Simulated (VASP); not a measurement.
Wanted: the native input for a VASP 6.6.1 run.

```
Task                   : relaxation of cell and atoms
Functional             : r2SCAN
Potentials or basis    : VASP PAW PBE potentials, release 64 (Mg, O)
Cutoff                 : 600 eV
k mesh                 : 6 × 6 × 4
Occupations            : gaussian, width 0.05 eV
Spin                   : no spin polarisation
Dipole correction      : no
Further INCAR settings : ALGO = Normal; EDIFF = 1e-06; IBRION = 2; EDIFFG = -0.01; NSW = 100; ISIF = 3
```

The system is MgO.

```xyz
4
Lattice="3.2888 0.0000 0.0000 -1.6444 2.8482 0.0000 0.0000 0.0000 5.0323" Properties=species:S:1:pos:R:3 pbc="T T T"
Mg    0.0073    1.7346    0.1005
Mg    1.2833    0.8960    2.4564
O     0.1983    2.0335    1.8594
O     1.7998    1.0323    4.6881
```

The input as run:

POSCAR

```
MgO
1.0
    3.2888257900      0.0000000000      0.0000000000
   -1.6444128950      2.8482066827      0.0000000000
    0.0000000000      0.0000000000      5.0322560468
Mg O
2 2
Direct
    0.3067411198      0.6090185807      0.0199651440
    0.5475004032      0.3145833182      0.4881269668
    0.4172776694      0.7139537008      0.3694977650
    0.7284808076      0.3624444003      0.9316101242
```

INCAR.step1

```
SYSTEM = MgO
PREC     = Accurate       ! precision mode
ENCUT    = 600            ! plane-wave cutoff, eV
ISMEAR   = 0              ! smearing method
SIGMA    = 0.05           ! smearing width, eV
LREAL    = .FALSE.        ! projectors in reciprocal space
LASPH    = .TRUE.         ! aspherical terms in the spheres
NELM     = 100            ! most SCF steps
GGA      = PE             ! functional
ALGO     = Normal         ! electronic algorithm
EDIFF    = 1E-4           ! SCF threshold, eV
LWAVE    = .TRUE.         ! write WAVECAR
LCHARG   = .FALSE.        ! write CHGCAR
```

INCAR.step2

```
SYSTEM = MgO
PREC     = Accurate       ! precision mode
ENCUT    = 600            ! plane-wave cutoff, eV
EDIFF    = 1E-6           ! SCF threshold, eV
ISMEAR   = 0              ! smearing method
SIGMA    = 0.05           ! smearing width, eV
LREAL    = .FALSE.        ! projectors in reciprocal space
LASPH    = .TRUE.         ! aspherical terms in the spheres
NELM     = 100            ! most SCF steps
ALGO     = Normal         ! electronic algorithm
ISIF     = 3              ! what is computed and relaxed
LWAVE    = .FALSE.        ! write WAVECAR
LCHARG   = .FALSE.        ! write CHGCAR
METAGGA  = R2SCAN         ! meta-GGA
LMIXTAU  = .TRUE.       
IBRION   = 2              ! ionic algorithm
NSW      = 100            ! ionic steps
EDIFFG   = -0.01          ! ionic threshold
ISTART   = 1
```

KPOINTS

```
regular mesh
0
G
  6 6 4
  0 0 0
```

Potentials or basis: VASP PAW PBE potentials, release 64 (Mg, O).

Launch:

```bash
$ cat potpaw_PBE.64/Mg/POTCAR potpaw_PBE.64/O/POTCAR > POTCAR
$ cp INCAR.step1 INCAR
$ mpirun -np 1 vasp_std > vasp.out
$ cp INCAR.step2 INCAR
$ mpirun -np 1 vasp_std > vasp.out
```

It gave:

```json
{
  "Relaxed volume": "11.72 Å³/atom",
  "Relaxed cell": "a = 3.283 Å, b = 3.282 Å, c = 5.024 Å, α = 90.01°, β = 90.02°, γ = 120.02°",
  "Space group after relaxing (to 0.1 Å)": "P6_3mc (No. 186)",
  "Energy gained by relaxing": "537.1 meV/atom",
  "Ionic steps": "29",
  "Pressure after relaxing": "0.0 GPa",
  "Largest force after relaxing": "0.006 eV/Å",
  "Band gap on the k mesh": "4.24 eV"
}
```

Caveat: the PAW data sets were made with another functional, which shifts forces and pressure a little.

It took 35 min on 1 thread of AMD EPYC 9R45 96-Core Processor (Zen 5), with other jobs on the host, peak memory 0.2 GiB.
